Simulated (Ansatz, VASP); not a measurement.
**One calculation of La2GaP3, two programs**

File INCAR:

```
PREC = Accurate
ENCUT = 520
EDIFF = 1E-6
ISMEAR = -1
SIGMA = 0.02
LREAL = False
LASPH = True
NELM = 60
ALGO = Normal
ISIF = 2
LWAVE = False
LCHARG = False
GGA = PE
NBANDS = 34
```

KPOINTS

```
regular mesh
0
Gamma
  8 8 8
```

The input POSCAR:

```
La2GaP3
1.0
   -2.0782782756      2.0782782756      8.5546418398
    2.0782782756     -2.0782782756      8.5546418398
    2.0782782756      2.0782782756     -8.5546418398
La P Ga
2 3 1
Direct
    0.8375016973      0.8375016973      0.0000000000
    0.1624983027      0.1624983027      0.0000000000
    0.6605928114      0.6605928114      0.0000000000
    0.0000000000      0.0000000000      0.0000000000
    0.3394071886      0.3394071886      0.0000000000
    0.5000000000      0.5000000000      0.0000000000
```

Input for Ansatz:

```yaml
crystal:
  lattice:
    - [-2.0782782756, 2.0782782756, 8.5546418398]
    - [2.0782782756, -2.0782782756, 8.5546418398]
    - [2.0782782756, 2.0782782756, -8.5546418398]
  atoms:
    - { symbol: La, position: [0.8375016973, 0.8375016973, 0.0] }
    - { symbol: P, position: [0.6605928114, 0.6605928114, 0.0] }
    - { symbol: La, position: [0.1624983027, 0.1624983027, 0.0] }
    - { symbol: P, position: [0.0, 0.0, 0.0] }
    - { symbol: Ga, position: [0.5, 0.5, 0.0] }
    - { symbol: P, position: [0.3394071886, 0.3394071886, 0.0] }
kpoints:
  mp_grid: { grid: [8, 8, 8] }
hamiltonian:
  xc: pbe
scf:
  occupations: { method: fermi_dirac, width: 0.02 }
  n_extra_bands: 5
output:
  forces: true
  stress: true
  eigenvalues: true
```

Alike in both runs: task single point; functional PBE; k mesh 8 × 8 × 8; occupations fermi-dirac, width 0.02 eV; no spin polarisation.

|  | VASP | Ansatz |
| --- | --- | --- |
| version | VASP 6.6.1 | Ansatz 0.2.0 |
| potentials or method | VASP PAW PBE potentials, release 64 (La, P, Ga_d) | plane waves, PAW |
| plane-wave cutoff (eV) | 520 | 420 |
| valence electrons in the cell | 50 | 50 |

|  | VASP | Ansatz | Ansatz less VASP |
| --- | --- | --- | --- |
| pressure (GPa) | 1.9 | 2.0 | +0.10 |
| rms of the force components (eV/Å) | 0.029 | 0.030 | +0.0003 |

Neither program's run includes spin-orbit coupling.
